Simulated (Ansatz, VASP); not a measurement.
**CsPbBr3 in VASP and in Ansatz**

File POSCAR:

```
CsPbBr3
1.0
    5.7052428667      0.0000000000      0.0000000000
    0.0000000000      5.7052428667      0.0000000000
    0.0000000000      0.0000000000      5.7052428667
Cs Pb Br
1 1 3
Direct
    0.0000000000      0.0000000000      0.0000000000
    0.5000000000      0.5000000000      0.5000000000
    0.5000000000      0.5000000000      0.0000000000
    0.5000000000      0.0000000000      0.5000000000
    0.0000000000      0.5000000000      0.5000000000
```

The input INCAR.step1:

```
SYSTEM = CsPbBr3
PREC = Accurate
ENCUT = 520
ISMEAR = 0
SIGMA = 0.01
LREAL = .FALSE.
LASPH = .TRUE.
NELM = 60
NBANDS = 30
GGA = PE
ALGO = Normal
EDIFF = 1E-4
LWAVE = .TRUE.
LCHARG = .FALSE.
```

INCAR.step2

```
SYSTEM = CsPbBr3
PREC = Accurate
ENCUT = 520
EDIFF = 1E-6
ISMEAR = 0
SIGMA = 0.01
LREAL = .FALSE.
LASPH = .TRUE.
NELM = 60
ALGO = Normal
ISIF = 2
LWAVE = .FALSE.
LCHARG = .FALSE.
METAGGA = R2SCAN
LMIXTAU = .TRUE.
NBANDS = 30
ISTART = 1
```

File KPOINTS:

```
regular mesh
0
G
  4 4 4
  0 0 0
```

Input for Ansatz:

```yaml
crystal:
  lattice:
    - [5.7052428667, 0.0, 0.0]
    - [0.0, 5.7052428667, 0.0]
    - [0.0, 0.0, 5.7052428667]
  atoms:
    - { symbol: Cs, position: [0.0, 0.0, 0.0] }
    - { symbol: Pb, position: [0.5, 0.5, 0.5] }
    - { symbol: Br, position: [0.5, 0.5, 0.0] }
    - { symbol: Br, position: [0.5, 0.0, 0.5] }
    - { symbol: Br, position: [0.0, 0.5, 0.5] }
kpoints:
  mp_grid: { grid: [4, 4, 4] }
  band_path:
    path: [[0.0, 0.0, 0.0], [0.0, 0.5, 0.0], [0.5, 0.5, 0.0], [0.5, 0.5, 0.5]]
    npoints: 1
hamiltonian:
  xc: r2scan
scf:
  occupations: { method: fixed }
  n_extra_bands: 5
output:
  forces: true
  stress: true
  eigenvalues: true
  write_density: true
  write_potential: true
  elf: true
  volumetric_format: npy
```

Change from the starting cell: hydrostatic strain -4.0%.

Alike in both runs: task single point; functional r2SCAN; k mesh 4 × 4 × 4; no spin polarisation.

|  | VASP | Ansatz |
| --- | --- | --- |
| version | VASP 6.6.1 | Ansatz 0.2.0 |
| potentials or method | VASP PAW PBE potentials, release 64 (Cs_sv, Pb_d, Br) | plane waves, PAW |
| plane-wave cutoff (eV) | 520 | 500 |
| occupations | gaussian, width 0.01 eV | fixed |
| valence electrons in the cell | 44 | 44 |

```tsv
	VASP	Ansatz	Ansatz less VASP
gap on the k mesh at the Fermi level (eV)	1.48	1.46	-0.015
pressure (GPa)	3.5	3.5	-0.01
```

VASP's potentials were made for PBE, not for r2SCAN.

Neither program's run includes spin-orbit coupling.
